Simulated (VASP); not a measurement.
# SiSnTeSe3 (P-6m2) in VASP: further runs

Runs on SiSnTeSe3. Level: PBE. Tasks: single point.

Program: VASP 6.6.1. These are calculated values, not measurements. Logs are shortened: lines on timing, memory, paths and dates and some standing lists are left out, and cuts for length are marked.

## Step 1: The cell of the first run

Symmetry: P-6m2, No. 187, hexagonal system. The conventional cell has a = 6.398 Å, b = 6.398 Å, c = 4.456 Å, α = 90.00°, β = 90.00°, γ = 120.00°. Within 2.9 Å of Si (site symmetry -6m2) lie 2 Te at 2.23 Å. Within 3.1 Å of Sn (site symmetry -6m2) lie 3 Se at 2.36 Å. Within 2.9 Å of Te (site symmetry -6m2) lie 2 Si at 2.23 Å. Se (site symmetry mm2) has 2 Se at 2.31 Å and 1 Sn at 2.36 Å within 3.1 Å.

The cell was generated, and may not be a known phase.

## Step 2: Single point, PBE

The input, INCAR:

```
SYSTEM = SiSnTeSe3
ALGO = Normal
EDIFF = 1E-6
ENCUT = 520
GGA = PE
ISIF = 2
ISMEAR = 0
LASPH = .TRUE.
LCHARG = .FALSE.
LREAL = .FALSE.
LWAVE = .FALSE.
NBANDS = 30
NELM = 80
PREC = Accurate
SIGMA = 0.1
```

The input, KPOINTS:

```
k-points
0
G
  3 3 4
  0 0 0
```

The input, POSCAR:

```
SiSnTeSe3
1.0
    6.3982115600      0.0000000000      0.0000000000
   -3.1991057800      5.5410137500      0.0000000000
    0.0000000000      0.0000000000      4.4558149200
Si Sn Te Se
1 1 1 3
Direct
    0.0000000000      0.0000000000      0.0000000000
    0.3333333300      0.6666666700      0.5000000000
    0.0000000000      0.0000000000      0.5000000000
    0.5463608100      0.4536391900      0.5000000000
    0.5463608100      0.0927216200      0.5000000000
    0.9072783800      0.4536391900      0.5000000000
```

Potentials or basis: VASP PAW PBE potentials, release 64 (Si, Sn_d, Te, Se).

Launch:

```console
cat potpaw_PBE.64/Si/POTCAR potpaw_PBE.64/Sn_d/POTCAR potpaw_PBE.64/Te/POTCAR potpaw_PBE.64/Se/POTCAR > POTCAR
mpirun -np 1 vasp_std > vasp.out
```

OUTCAR:

```text
SYSTEM = SiSnTeSe3
   EDIFF = 1E-6
   ENCUT = 520
   GGA = PE
   ISIF = 2
   ISMEAR = 0
   LASPH = .TRUE.
   LREAL = .FALSE.
   NELM = 80
   PREC = Accurate

 ion  position               nearest neighbor table
   1  0.000  0.000  0.000-   3 2.23   3 2.23
   2  0.333  0.667  0.500-   6 2.36   5 2.36   4 2.36   3 3.69   3 3.69   3 3.69
   3  0.000  0.000  0.500-   1 2.23   1 2.23   2 3.69   2 3.69   2 3.69
   4  0.546  0.454  0.500-   6 2.31   5 2.31   2 2.36
   5  0.546  0.093  0.500-   4 2.31   6 2.31   2 2.36
   6  0.907  0.454  0.500-   4 2.31   5 2.31   2 2.36

  LATTYP: Found a hexagonal cell.
 ALAT       =     6.3982115600
 C/A-ratio  =     0.6964156903

  Lattice vectors:

 A1 = (   6.3982115600,   0.0000000000,   0.0000000000)
 A2 = (  -3.1991057800,   5.5410137500,   0.0000000000)
 A3 = (   0.0000000000,   0.0000000000,   4.4558149200)

Analysis of symmetry for initial positions (statically):
=====================================================================
 Subroutine PRICEL returns:
 Original cell was already a primitive cell.

 Routine SETGRP: Setting up the symmetry group for a
 hexagonal supercell.

 Subroutine GETGRP returns: Found 12 space group operations
 (whereof 12 operations were pure point group operations)
 out of a pool of 24 trial point group operations.

The static configuration has the point symmetry D_3h.

Analysis of symmetry for dynamics (positions and initial velocities):
=====================================================================
 Subroutine PRICEL returns:
 Original cell was already a primitive cell.

 Routine SETGRP: Setting up the symmetry group for a
 hexagonal supercell.

 Subroutine GETGRP returns: Found 12 space group operations
 (whereof 12 operations were pure point group operations)
 out of a pool of 24 trial point group operations.

The dynamic configuration has the point symmetry D_3h.

 Subroutine INISYM returns: Found 12 space group operations
 (whereof 12 operations are pure point group operations),
 and found     1 'primitive' translations

----------------------------------------------------------------------------------------

                                     Primitive cell

  volume of cell :     157.9701

[... 79 lines left out ...]
   NELM   =     80;   NELMIN=  2; NELMDL= -5     # of ELM steps
   EDIFF  = 0.1E-05   stopping-criterion for ELM
   LREAL  =      F    real-space projection
   EDIFFG = 0.1E-04   stopping-criterion for IOM
   NSW    =      0    number of steps for IOM
   IBRION =     -1    ionic relax: 0-MD 1-quasi-New 2-CG
   NFREE  =      0    steps in history (QN), initial steepest desc. (CG)
   ISIF   =      2    stress and relaxation
   ISYM   =      2    0-nonsym 1-usesym 2-fastsym
   POTIM  = 0.5000    time-step for ionic-motion
   TEBEG  =    0.0;   TEEND  =   0.0 temperature during run
   PSTRESS=    0.0 pullay stress
   NELECT =      42.0000    total number of electrons
   NUPDOWN=      -1.0000    fix difference up-down
   EMIN   =  10.00;   EMAX   =-10.00  energy-range for DOS
   EFERMI =   0.00;   METHOD = LEGACY
   ISMEAR =     0;   SIGMA  =   0.10  broadening in eV -4-tet -1-fermi 0-gaus
   EFERMI_NEDOS =   21; number of points for ismear=-14 and -15
   IALGO  =     38    algorithm
   IMIX   =      4    mixing-type and parameters
     AMIX     =   0.40;   BMIX     =  1.00
     AMIX_MAG =   1.60;   BMIX_MAG =  1.00
  volume/ion in A,a.u.               =      26.33       177.67
  Fermi-wavevector in a.u.,A,eV,Ry     =   1.052688  1.989292 15.077319  1.108152
  Thomas-Fermi vector in A             =   2.187780
   LORBIT       =      0    0 simple, 1 ext, 2 COOP (PROOUT), +10 PAW based schemes
   GGA     = PE    functional components
   LHFCALC =     F    Hartree Fock is set to
   AEXX    =    0.0000 exact exchange contribution
   IVDW    =     0    specifies the selected vdW correction
   LEPSILON=     F    determine dielectric tensor
   LRPA    =     F    only Hartree local field effects (RPA)
 non-spin polarized calculation
 Gauss-broadening in eV      SIGMA  =   0.10
  energy-cutoff  :      520.00
  volume of cell :      157.97
 maximum number of plane-waves:      4295
 NGX is ok and might be reduce to    48
   NGX = 23   NGY = 23   NGZ = 17

 number of electron      41.9999987 magnetization

 Free energy of the ion-electron system (eV)
  ---------------------------------------------------
  ext. energy  EPLUGINS =         0.00000000
  ---------------------------------------------------
  free energy    TOTEN  =       -14.31536953 eV

  energy without entropy =      -14.28329881  energy(sigma->0) =      -14.29933417

 E-fermi :   5.1727     XC(G=0):  -9.1136

 val. band max:        5.1400394835   @ k =   0.3333   0.0000   0.5000
 cond. band min:       5.4218509530   @ k =   0.3333   0.0000   0.5000
 fundamental gap:      0.2818114695
 Fermi energy:         5.1726749345

 k-point     1 :       0.0000    0.0000    0.0000
  band No.  band energies     occupation
      1     -17.0118      2.00000
      2     -17.0118      2.00000
      3     -16.9706      2.00000
      4     -16.8512      2.00000
      5     -16.8512      2.00000
      6     -12.0700      2.00000
[... 286 lines left out ...]
     29      10.8656      0.00000
     30      11.4654      0.00000

------------------------ aborting loop because EDIFF is reached ----------------------------------------

  FORCE on cell =-STRESS in cart. coord.  units (eV):
  Direction    XX          YY          ZZ          XY          YZ          ZX
  --------------------------------------------------------------------------------------
  -------------------------------------------------------------------------------------
  Total       29.2324947     29.2324947     26.1713688      0.0000000     -0.0000000      0.0000000
  in kB      296.4841593    296.4841593    265.4373621      0.0000000     -0.0000000      0.0000000
  external PRESSURE =     286.1352269 kB  Pullay stress =       0.0000000 kB

 VOLUME and BASIS-vectors are now :
 -----------------------------------------------------------------------------
  energy-cutoff  :      520.00
  volume of cell :      157.97
      direct lattice vectors                 reciprocal lattice vectors
     6.398211560  0.000000000  0.000000000     0.156293675  0.090236195  0.000000000
    -3.199105780  5.541013750  0.000000000     0.000000000  0.180472391  0.000000000
     0.000000000  0.000000000  4.455814920     0.000000000  0.000000000  0.224425839

 POSITION                                       TOTAL-FORCE (eV/Angst)
 -----------------------------------------------------------------------------------
      0.00000      0.00000      0.00000        -0.000000      0.000000     -0.000000
     -0.00000      3.69401      2.22791        -0.000000      0.000000     -0.000000
      0.00000      0.00000      2.22791        -0.000000      0.000000     -0.000000
      2.04449      2.51362      2.22791        -1.980065      1.143191     -0.000000
      3.19911      0.51377      2.22791        -0.000000     -2.286383      0.000000
      4.35372      2.51362      2.22791         1.980065      1.143191     -0.000000
 -----------------------------------------------------------------------------------
    total drift:                                0.000021     -0.000012      0.000000

  FREE ENERGIE OF THE ION-ELECTRON SYSTEM (eV)
  ---------------------------------------------------
  free  energy   TOTEN  =       -14.3153695273 eV

  energy  without entropy=      -14.2832988117  energy(sigma->0) =      -14.29933417
```

Wall time 73 s (1 thread of Oxide Virtual Turin-like, shared host); peak memory 0.26 GiB.

What came out:

```
Free energy            : -14.3154 eV
Pressure               : 28.6 GPa
Largest force          : 2.286 eV/Å
Band gap on the k mesh : zero (bands 21 and 22 overlap by 1.05 eV)
```

Forces in eV/Å, atoms in the order of the input:
```
Si   0.000  0.000  0.000
Sn   0.000  0.000  0.000
Te   0.000  0.000  0.000
Se  -1.980  1.143  0.000
Se   0.000 -2.286  0.000
Se   1.980  1.143  0.000
```

Stress tensor (GPa, compression positive):
```
29.65  0.00  0.00
 0.00 29.65  0.00
 0.00  0.00 26.54
```

Levels at points of the mesh, in eV from the Fermi level:
| k point | band 19 | band 20 | band 21 | band 22 | band 23 | band 24 |
| --- | --- | --- | --- | --- | --- | --- |
| (0.00, 0.00, 0.00) | -1.20 | -0.81 | 0.47 | 1.06 | 1.06 | 1.41 |
| (0.00, 0.00, 0.50) | -0.61 | -0.61 | -0.53 | -0.49 | 0.55 | 1.58 |

Caveat: the k points lie up to 0.38 Å⁻¹ apart, too coarse for converged energies and pressures of a metal; spin-orbit coupling is left out, which moves the levels of the heavy elements; forces of over 1 eV/Å act on the atoms, so gaps and moduli don't describe the material at rest.

## Step 3: Single point, PBE

This run uses another cell than the first one, of 39.12 Å³/atom.

The input, INCAR:

```
SYSTEM = SiSnTeSe3
PREC = Accurate
ENCUT = 520
EDIFF = 1E-7
ISMEAR = 0
SIGMA = 0.1
LREAL = .FALSE.
LASPH = .TRUE.
NELM = 80
ALGO = Fast
ISIF = 2
LWAVE = .FALSE.
LCHARG = .FALSE.
GGA = PE
NBANDS = 30
```

The input, KPOINTS:

```
Automatic mesh
0
G
  3 3 4
  0 0 0
```

The input, POSCAR:

```
SiSnTeSe3
1.0
    7.2910118581      0.0000000000      0.0000000000
   -3.6455059290      6.3142014884      0.0000000000
    0.0000000000      0.0000000000      5.0986296998
Si Sn Te Se
1 1 1 3
Direct
    0.0000000000      0.0000000000      0.0000000000
    0.3333333333      0.6666666667      0.5000000000
    0.0000000000      0.0000000000      0.5000000000
    0.5358967032      0.4641032968      0.5000000000
    0.5358967032      0.0717934063      0.5000000000
    0.9282065937      0.4641032968      0.5000000000
```

Potentials or basis: VASP PAW PBE potentials, release 64 (Si, Sn_d, Te, Se).

Launch:

```console
cat potpaw_PBE.64/Si/POTCAR potpaw_PBE.64/Sn_d/POTCAR potpaw_PBE.64/Te/POTCAR potpaw_PBE.64/Se/POTCAR > POTCAR
mpirun -np 1 vasp_std > vasp.out
```

Run time: 2.3 min. Hardware: 1 thread of Oxide Virtual Turin-like, shared host; peak memory 0.34 GiB.

The run converged. Its results:

```yaml
Free_energy: -19.3871 eV
Pressure: 0.1 GPa
Largest_force: 0.006 eV/Å
Band_gap_on_the_k_mesh: zero (bands 21 and 22 overlap by 0.42 eV)
```

Forces in eV/Å, atoms in the order of the input:
```
Si   0.000  0.000  0.000
Sn   0.000  0.000  0.000
Te   0.000  0.000  0.000
Se   0.005 -0.003  0.000
Se   0.000  0.006  0.000
Se  -0.005 -0.003  0.000
```

Stress tensor (GPa, compression positive):
```
0.06 0.00 0.00
0.00 0.06 0.00
0.00 0.00 0.19
```

Levels at points of the mesh, in eV from the Fermi level:
```
           k point  band 17  band 18  band 19  band 20  band 21  band 22  band 23  band 24  band 25  band 26
(0.00, 0.00, 0.00)    -1.68    -0.60    -0.60    -0.59     0.15     0.15     0.20     1.85     2.04     2.04
(0.00, 0.00, 0.50)    -0.96    -0.96    -0.49    -0.23    -0.23     0.23     0.55     0.55     0.90     1.55
```

Caveat: semilocal functionals underestimate gaps, and a narrow one can read as zero; spin-orbit coupling is left out, which moves the levels of the heavy elements.

The gap in the log of VASP goes by the Fermi energy; the results here count the filled bands.